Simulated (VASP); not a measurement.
Here is a VASP 6.6.1 calculation.

INCAR

```
SYSTEM = Cu
ALGO = Fast
EDIFF = 1E-6
ENCUT = 520
GGA = PE
ISIF = 2
ISMEAR = 0
LASPH = .True.
LCHARG = .False.
LREAL = .False.
LWAVE = .False.
NBANDS = 12
NELM = 60
PREC = Accurate
SIGMA = 0.15
```

KPOINTS

```
k-points
0
Gamma
  24 24 24
  0 0 0
```

The input POSCAR:

```
Cu
1.0
   -1.4342914165      1.4342914165      1.4581006541
    1.4342914165     -1.4342914165      1.4581006541
    1.4342914165      1.4342914165     -1.4581006541
Cu
1
Direct
    0.0000000000      0.0000000000      0.0000000000
```

Potentials or basis: VASP PAW PBE potentials, release 64 (Cu).

Run with:

```bash
$ cat potpaw_PBE.64/Cu/POTCAR > POTCAR
$ mpirun -np 1 vasp_std > vasp.out
```

(1) Estimate the pressure.

(2) Estimate the band gap on the k mesh.

Results:

(1) 0.9 GPa.

(2) zero (an odd number of electrons rules out a gap without spin polarisation).
